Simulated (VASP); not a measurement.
# Au (Cmcm) in VASP: further runs

The runs below take Au through single point, with PBEsol.

All numbers are computed with VASP 6.6.1; they aren't measurements. Logs are shortened: lines on timing, memory, paths and dates and some standing lists are left out, and cuts for length are marked.

## (1) The cell of the first run

Symmetry: Cmcm, No. 63, orthorhombic system. Conventional cell: a = 2.820 Å, b = 5.135 Å, c = 4.801 Å, α = 90.00°, β = 90.00°, γ = 90.00°. Au (site symmetry m2m) has 12 Au at 2.82 to 2.93 Å within 3.7 Å.

## (2) Single point, PBEsol (strain +0.0200 x Voigt [0, 1, 0, 0, 0, 0])

The input, INCAR:

```
SYSTEM = Au
  PREC = Accurate
  ENCUT = 520
  EDIFF = 1E-6
  ISMEAR = 0
  SIGMA = 0.15
  LREAL = .False.
  LASPH = .True.
  NELM = 60
  ALGO = Fast
  ISIF = 2
  LWAVE = .False.
  LCHARG = .True.
  GGA = PS
  LELF = .True.
  LVHAR = .True.
  NBANDS = 18
```

The input, KPOINTS:

```
regular mesh
0
Gamma
  24 24 12
  0 0 0
```

The input, POSCAR:

```
Au
1.0
    1.4100150311     -2.5673431609      0.0000000000
    1.4100150311      2.5673431609      0.0000000000
    0.0000000000      0.0000000000      4.8006775662
Au
2
Direct
    0.6638639510      0.3361360490      0.2500000000
    0.3361360490      0.6638639510      0.7500000000
```

Potentials or basis: VASP PAW PBE potentials, release 64 (Au).

Command:

```sh
$ cat potpaw_PBE.64/Au/POTCAR > POTCAR
$ mpirun -np 1 vasp_std > vasp.out
```

OUTCAR:

```text
SYSTEM = Au
   PREC = Accurate
   ENCUT = 520
   EDIFF = 1E-6
   ISMEAR = 0
   LREAL = .False.
   LASPH = .True.
   NELM = 60
   ISIF = 2
   GGA = PS

 ion  position               nearest neighbor table
   1  0.664  0.336  0.250-   2 2.92   2 2.92   2 2.92   2 2.92   2 2.93   2 2.93
   2  0.336  0.664  0.750-   1 2.92   1 2.92   1 2.92   1 2.92   1 2.93   1 2.93

  LATTYP: Found a base centered orthorhombic cell.
 ALAT       =     2.8200300622
 B/A-ratio  =     1.8207913421
 C/A-ratio  =     1.7023497836

  Lattice vectors:

 A1 = (   1.4100150311,  -2.5673431609,   0.0000000000)
 A2 = (   1.4100150311,   2.5673431609,   0.0000000000)
 A3 = (   0.0000000000,   0.0000000000,   4.8006775662)

Analysis of symmetry for initial positions (statically):
=====================================================================
 Subroutine PRICEL returns:
 Original cell was already a primitive cell.

 Routine SETGRP: Setting up the symmetry group for a
 base centered orthorhombic supercell.

 Subroutine GETGRP returns: Found  8 space group operations
 (whereof  4 operations were pure point group operations)
 out of a pool of  8 trial point group operations.

The static configuration has the point symmetry C_2h.
 The point group associated with its full space group is D_2h.

Analysis of symmetry for dynamics (positions and initial velocities):
=====================================================================
 Subroutine PRICEL returns:
 Original cell was already a primitive cell.

 Routine SETGRP: Setting up the symmetry group for a
 base centered orthorhombic supercell.

 Subroutine GETGRP returns: Found  8 space group operations
 (whereof  4 operations were pure point group operations)
 out of a pool of  8 trial point group operations.

The dynamic configuration has the point symmetry C_2h.
 The point group associated with its full space group is D_2h.

 Subroutine INISYM returns: Found  8 space group operations
 (whereof  4 operations are pure point group operations),
 and found     1 'primitive' translations

----------------------------------------------------------------------------------------

                                     Primitive cell

  volume of cell :      34.7568

  direct lattice vectors                    reciprocal lattice vectors
     1.410015031 -2.567343161  0.000000000     0.354606149 -0.194753864  0.000000000
     1.410015031  2.567343161  0.000000000     0.354606149  0.194753864  0.000000000
     0.000000000  0.000000000  4.800677566     0.000000000  0.000000000  0.208303929

  length of vectors
     2.929060138  2.929060138  4.800677566     0.404567162  0.404567162  0.208303929

  position of ions in fractional coordinates (direct lattice)
     0.663863951  0.336136049  0.250000000
     0.336136049  0.663863951  0.750000000

  ion indices of the primitive-cell ions
   primitive index   ion index
                 1           1
                 2           2

----------------------------------------------------------------------------------------

 KPOINTS: regular mesh

Automatic generation of k-mesh.
 Grid dimensions read from file:
 generate k-points for:   24   24   12

 Generating k-lattice:

  Cartesian coordinates                     Fractional coordinates (reciprocal lattice)
     0.014775256 -0.008114744  0.000000000     0.041666667  0.000000000  0.000000000
     0.014775256  0.008114744  0.000000000     0.000000000  0.041666667  0.000000000
     0.000000000  0.000000000  0.017358661     0.000000000  0.000000000  0.083333333

  Length of vectors
     0.016856965  0.016856965  0.017358661

  Shift w.r.t. Gamma in fractional coordinates (k-lattice)
     0.000000000  0.000000000  0.000000000

 Subroutine IBZKPT returns following result:
 ===========================================

 Found   1099 irreducible k-points:

 Following reciprocal coordinates:
            Coordinates               Weight
  0.000000  0.000000  0.000000      1.000000
  0.041667 -0.000000  0.000000      4.000000
  0.083333 -0.000000  0.000000      4.000000
  0.125000 -0.000000  0.000000      4.000000
  0.166667 -0.000000  0.000000      4.000000
  0.208333 -0.000000  0.000000      4.000000
[... 16 lines left out ...]
  0.416667  0.041667  0.000000      4.000000
  0.458333  0.041667  0.000000      4.000000
 [... further k-points ...]
   k-points           NKPTS =   1099   k-points in BZ     NKDIM =   1099   number of bands    NBANDS=     18
   number of dos      NEDOS =    301   number of ions     NIONS =      2
   total plane-waves  NPLWV =  20736
   dimension x,y,z NGX =    24 NGY =   24 NGZ =   36
   dimension x,y,z NGXF=    48 NGYF=   48 NGZF=   72
   ions per type =               2
   NGX,Y,Z   is equivalent  to a cutoff of  13.62, 13.62, 12.47 a.u.
   NGXF,Y,Z  is equivalent  to a cutoff of  27.24, 27.24, 24.93 a.u.
 SYSTEM =  Au
   PREC   = accura    normal or accurate (medium, high low for compatibility)
   ISTART =      0    job   : 0-new  1-cont  2-samecut
   ICHARG =      2    charge: 1-file 2-atom 10-const
   ISPIN  =      1    spin polarized calculation?
   LNONCOLLINEAR =      F non collinear calculations
   LSORBIT =      F    spin-orbit coupling
   LASPH  =      T    aspherical Exc in radial PAW
   ENCUT  =  520.0 eV  38.22 Ry    6.18 a.u.   5.45  5.45  8.93*2*pi/ulx,y,z
   NELM   =     60;   NELMIN=  2; NELMDL= -5     # of ELM steps
   EDIFF  = 0.1E-05   stopping-criterion for ELM
   LREAL  =      F    real-space projection
   EDIFFG = 0.1E-04   stopping-criterion for IOM
   NSW    =      0    number of steps for IOM
   IBRION =     -1    ionic relax: 0-MD 1-quasi-New 2-CG
   NFREE  =      0    steps in history (QN), initial steepest desc. (CG)
   ISIF   =      2    stress and relaxation
   ISYM   =      2    0-nonsym 1-usesym 2-fastsym
   POTIM  = 0.5000    time-step for ionic-motion
   TEBEG  =    0.0;   TEEND  =   0.0 temperature during run
   PSTRESS=    0.0 pullay stress
   NELECT =      22.0000    total number of electrons
   NUPDOWN=      -1.0000    fix difference up-down
   EMIN   =  10.00;   EMAX   =-10.00  energy-range for DOS
   EFERMI =   0.00;   METHOD = LEGACY
   ISMEAR =     0;   SIGMA  =   0.15  broadening in eV -4-tet -1-fermi 0-gaus
   EFERMI_NEDOS =   21; number of points for ismear=-14 and -15
   IALGO  =     68    algorithm
   IMIX   =      4    mixing-type and parameters
     AMIX     =   0.40;   BMIX     =  1.00
     AMIX_MAG =   1.60;   BMIX_MAG =  1.00
  volume/ion in A,a.u.               =      17.38       117.28
  Fermi-wavevector in a.u.,A,eV,Ry     =   1.405623  2.656243 26.882082  1.975777
  Thomas-Fermi vector in A             =   2.528066
   LORBIT       =      0    0 simple, 1 ext, 2 COOP (PROOUT), +10 PAW based schemes
   GGA     = PS    functional components
   LHFCALC =     F    Hartree Fock is set to
   AEXX    =    0.0000 exact exchange contribution
   IVDW    =     0    specifies the selected vdW correction
   LEPSILON=     F    determine dielectric tensor
   LRPA    =     F    only Hartree local field effects (RPA)
 non-spin polarized calculation
 RMM-DIIS sequential band-by-band and
 Gauss-broadening in eV      SIGMA  =   0.15
  energy-cutoff  :      520.00
  volume of cell :       34.76
 maximum number of plane-waves:       958
 NGX is ok and might be reduce to    24
   NGX = 11   NGY = 11   NGZ = 17

 number of electron      22.0000003 magnetization

 Free energy of the ion-electron system (eV)
  ---------------------------------------------------
  ext. energy  EPLUGINS =         0.00000000
  ---------------------------------------------------
  free energy    TOTEN  =        -7.82212578 eV

  energy without entropy =       -7.81597815  energy(sigma->0) =       -7.81905197

 E-fermi :   8.9220     XC(G=0): -12.7681

 val. band max:        8.9219404076   @ k =   0.5000  -0.0000   0.3333
 cond. band min:       8.9221772480   @ k =  -0.4583   0.2500   0.5000
 fundamental gap:      0.0002368404
 Fermi energy:         8.9220417807

 k-point     1 :       0.0000    0.0000    0.0000
  band No.  band energies     occupation
      1      -0.7616      2.00000
      2       1.7369      2.00000
      3       4.1557      2.00000
      4       4.2158      2.00000
      5       4.5695      2.00000
      6       4.8144      2.00000
[... 10 lines left out ...]
     17      26.6167      0.00000
     18      27.7060      0.00000

 k-point     2 :       0.0417   -0.0000    0.0000
  band No.  band energies     occupation
      1      -0.7058      2.00000
      2       1.7840      2.00000
      3       4.1481      2.00000
      4       4.2599      2.00000
      5       4.5836      2.00000
      6       4.8176      2.00000
[... 10 lines left out ...]
     17      26.3520      0.00000
     18      27.2573      0.00000

 k-point     3 :       0.0833   -0.0000    0.0000
  band No.  band energies     occupation
      1      -0.5403      2.00000
      2       1.9207      2.00000
      3       4.1266      2.00000
      4       4.3756      2.00000
      5       4.6195      2.00000
      6       4.8366      2.00000
[... 10 lines left out ...]
     17      25.9421      0.00000
     18      26.6953      0.00000

 k-point     4 :       0.1250   -0.0000    0.0000
  band No.  band energies     occupation
      1      -0.2712      2.00000
      2       2.1318      2.00000
      3       4.0709      2.00000
      4       4.5535      2.00000
      5       4.6440      2.00000
      6       4.8867      2.00000
[... 375 lines left out ...]
      4       4.3521      2.00000
      5       4.6935      2.00000
      6       4.8674      2.00000
[... 10 lines left out ...]
     17      21.7401      0.00000
     18      23.9201      0.00000

 k-point    23 :       0.4167    0.0417    0.0000
  band No.  band energies     occupation
      1       2.2930      2.00000
      2       2.3975      2.00000
      3       2.8022      2.00000
      4       4.3061      2.00000
      5       4.8039      2.00000
      6       4.9220      2.00000
[... 10 lines left out ...]
     17      21.1701      0.00000
     18      23.5951      0.00000

 k-point    24 :       0.4583    0.0417    0.0000
  band No.  band energies     occupation
      1       2.3284      2.00000
      2       2.3475      2.00000
      3       2.7443      2.00000
      4       4.2902      2.00000
      5       4.7646      2.00000
      6       5.0504      2.00000
[... 10 lines left out ...]
     17      20.8264      0.00000
     18      23.4294      0.00000

 [... further k-points ...]

------------------------ aborting loop because EDIFF is reached ----------------------------------------

  FORCE on cell =-STRESS in cart. coord.  units (eV):
  Direction    XX          YY          ZZ          XY          YZ          ZX
  --------------------------------------------------------------------------------------
  -------------------------------------------------------------------------------------
  Total       -0.4784660     -1.0298838     -0.6502385      0.0000000      0.0000000      0.0000000
  in kB      -22.0557304    -47.4743053    -29.9738870      0.0000000      0.0000000      0.0000000
  external PRESSURE =     -33.1679742 kB  Pullay stress =       0.0000000 kB

 VOLUME and BASIS-vectors are now :
 -----------------------------------------------------------------------------
  energy-cutoff  :      520.00
  volume of cell :       34.76
      direct lattice vectors                 reciprocal lattice vectors
     1.410015031 -2.567343161  0.000000000     0.354606149 -0.194753864  0.000000000
     1.410015031  2.567343161  0.000000000     0.354606149  0.194753864  0.000000000
     0.000000000  0.000000000  4.800677566     0.000000000  0.000000000  0.208303929

 POSITION                                       TOTAL-FORCE (eV/Angst)
 -----------------------------------------------------------------------------------
      1.41002     -0.84139      1.20017         0.000000      0.018485     -0.000000
      1.41002      0.84139      3.60051         0.000000     -0.018485      0.000000
 -----------------------------------------------------------------------------------
    total drift:                                0.000000      0.000000     -0.000000

  FREE ENERGIE OF THE ION-ELECTRON SYSTEM (eV)
  ---------------------------------------------------
  free  energy   TOTEN  =        -7.8221257839 eV

  energy  without entropy=       -7.8159781477  energy(sigma->0) =       -7.81905197
```

Wall time 15 min (1 thread of Oxide Virtual Turin-like, shared host); peak memory 0.59 GiB.

What came out:

* Free energy: -7.8221 eV
* Pressure: -3.3 GPa
* Largest force: 0.018 eV/Å
* Band gap on the k mesh: zero (bands 11 and 12 overlap by 6.51 eV)

Forces on the atoms (eV/Å):
```
Au   0.000  0.018  0.000
Au   0.000 -0.018  0.000
```

Stress tensor (GPa, compression positive):
```
-2.21  0.00  0.00
 0.00 -4.75  0.00
 0.00  0.00 -3.00
```

Caveat: the cell differs from its parent crystal (strain +0.0200 x Voigt [0, 1, 0, 0, 0, 0]); the cell stands under tension; the PAW data sets were made with another functional, which shifts forces and pressure a little; spin-orbit coupling is left out, which moves the levels of the heavy elements.

## (3) Single point, PBEsol (strain -0.0100 x Voigt [0, 1, 0, 0, 0, 0])

The input, INCAR:

```
SYSTEM = Au
PREC = Accurate ; ENCUT = 520
EDIFF = 1E-6 ; ISMEAR = 0
SIGMA = 0.15 ; LREAL = .FALSE.
LASPH = .TRUE. ; NELM = 60
ALGO = Fast ; ISIF = 2
LWAVE = .FALSE. ; LCHARG = .TRUE.
GGA = PS ; LELF = .TRUE.
LVHAR = .TRUE. ; NBANDS = 18
```

The input, KPOINTS:

```
regular mesh
0
G
  24 24 12
  0 0 0
```

The input, POSCAR:

```
Au
1.0
    1.4100150311     -2.4918330679      0.0000000000
    1.4100150311      2.4918330679      0.0000000000
    0.0000000000      0.0000000000      4.8006775662
Au
2
Direct
    0.6638639510      0.3361360490      0.2500000000
    0.3361360490      0.6638639510      0.7500000000
```

Potentials or basis: VASP PAW PBE potentials, release 64 (Au).

Command:

```sh
$ cat potpaw_PBE.64/Au/POTCAR > POTCAR
$ mpirun -np 1 vasp_std > vasp.out
```

OUTCAR:

```text
SYSTEM = Au
   PREC = Accurate
   ENCUT = 520
   EDIFF = 1E-6
   ISMEAR = 0
   LREAL = .FALSE.
   LASPH = .TRUE.
   NELM = 60
   ISIF = 2
   GGA = PS

 ion  position               nearest neighbor table
   1  0.664  0.336  0.250-   2 2.90   2 2.90   2 2.91   2 2.91   2 2.91   2 2.91
   2  0.336  0.664  0.750-   1 2.90   1 2.90   1 2.91   1 2.91   1 2.91   1 2.91

  LATTYP: Found a base centered orthorhombic cell.
 ALAT       =     2.8200300622
 B/A-ratio  =     1.7672386556
 C/A-ratio  =     1.7023497836

  Lattice vectors:

 A1 = (   1.4100150311,  -2.4918330679,   0.0000000000)
 A2 = (   1.4100150311,   2.4918330679,   0.0000000000)
 A3 = (   0.0000000000,   0.0000000000,   4.8006775662)

Analysis of symmetry for initial positions (statically):
=====================================================================
 Subroutine PRICEL returns:
 Original cell was already a primitive cell.

 Routine SETGRP: Setting up the symmetry group for a
 base centered orthorhombic supercell.

 Subroutine GETGRP returns: Found  8 space group operations
 (whereof  4 operations were pure point group operations)
 out of a pool of  8 trial point group operations.

The static configuration has the point symmetry C_2h.
[... 165 lines left out ...]
 E-fermi :   9.4238     XC(G=0): -12.9453

 val. band max:        9.4234232102   @ k =   0.3750   0.0833   0.5000
 cond. band min:       9.4418629163   @ k =   0.5000   0.2917   0.2500
 fundamental gap:      0.0184397062
 Fermi energy:         9.4238161996

 k-point     1 :       0.0000    0.0000    0.0000
  band No.  band energies     occupation
      1      -0.5820      2.00000
      2       1.9155      2.00000
      3       4.4965      2.00000
      4       4.6673      2.00000
      5       4.9622      2.00000
      6       5.0246      2.00000
[... 481 lines left out ...]
      5       5.0286      2.00000
      6       5.3054      2.00000
[... 10 lines left out ...]
     17      21.3372      0.00000
     18      24.1888      0.00000

 [... further k-points ...]

------------------------ aborting loop because EDIFF is reached ----------------------------------------

  FORCE on cell =-STRESS in cart. coord.  units (eV):
  Direction    XX          YY          ZZ          XY          YZ          ZX
  --------------------------------------------------------------------------------------
  -------------------------------------------------------------------------------------
  Total        0.4538887      0.3205445      0.2038761      0.0000000     -0.0000000      0.0000000
  in kB       21.5568195     15.2238213      9.6828167      0.0000000     -0.0000000      0.0000000
  external PRESSURE =      15.4878192 kB  Pullay stress =       0.0000000 kB

 VOLUME and BASIS-vectors are now :
 -----------------------------------------------------------------------------
  energy-cutoff  :      520.00
  volume of cell :       33.73
      direct lattice vectors                 reciprocal lattice vectors
     1.410015031 -2.491833068  0.000000000     0.354606149 -0.200655496  0.000000000
     1.410015031  2.491833068  0.000000000     0.354606149  0.200655496  0.000000000
     0.000000000  0.000000000  4.800677566     0.000000000  0.000000000  0.208303929

 POSITION                                       TOTAL-FORCE (eV/Angst)
 -----------------------------------------------------------------------------------
      1.41002     -0.81664      1.20017         0.000000     -0.001180      0.000000
      1.41002      0.81664      3.60051         0.000000      0.001180      0.000000
 -----------------------------------------------------------------------------------
    total drift:                                0.000000      0.000000     -0.000000

  FREE ENERGIE OF THE ION-ELECTRON SYSTEM (eV)
  ---------------------------------------------------
  free  energy   TOTEN  =        -7.8326942039 eV

  energy  without entropy=       -7.8242152844  energy(sigma->0) =       -7.82845474
```

stdout:

```text
POSCAR found type information on POSCAR Au
 POSCAR found :  1 types and       2 ions
 scaLAPACK will be used
 -----------------------------------------------------------------------------
|                                                                             |
|                                                                             |
|     You enforced a specific xc type in the INCAR file but a different       |
|     I HOPE YOU KNOW WHAT YOU ARE DOING!                                     |
|                                                                             |
 -----------------------------------------------------------------------------

 LDA part: xc-table for (Slater+PW92), standard interpolation
 POSCAR, INCAR and KPOINTS ok, starting setup
 FFT: planning ... GRIDC
 FFT: planning ... GRID_SOFT
 FFT: planning ... GRID
 WAVECAR not read
 entering main loop
```

Wall time 8.2 min (1 thread of AMD EPYC 9755, shared host); peak memory 0.56 GiB.

Results:

* Free energy: -7.8327 eV
* Pressure: 1.5 GPa
* Band gap on the k mesh: zero (bands 11 and 12 overlap by 6.93 eV)

Stress tensor (GPa, compression positive):
```
2.16 0.00 0.00
0.00 1.52 0.00
0.00 0.00 0.97
```

Levels at points of the mesh, in eV from the Fermi level:
```
           k point  band 8  band 9  band 10  band 11  band 12  band 13  band 14  band 15
(0.00, 0.00, 0.00)   -3.62   -3.48    -2.19    -2.15    -1.27     2.69    14.56    15.65
(0.50, 0.00, 0.00)   -1.94   -1.81    -1.64     0.40     1.73     5.78     7.28     7.52
(0.50, 0.50, 0.00)   -1.91   -1.87    -1.66     0.35     1.46     5.68     7.21     7.31
(0.00, 0.00, 0.50)   -4.52   -2.68    -2.68    -2.59    -2.59    10.61    10.61    14.90
(0.50, 0.00, 0.50)   -2.46   -1.70    -1.70     0.49     0.49     4.12     4.12    13.30
(0.50, 0.50, 0.50)   -2.38   -1.75    -1.75     0.25     0.25     3.91     3.91    13.00
```

Caveat: the cell differs from its parent crystal (strain -0.0100 x Voigt [0, 1, 0, 0, 0, 0]); the PAW data sets were made with another functional, which shifts forces and pressure a little; spin-orbit coupling is left out, which moves the levels of the heavy elements.
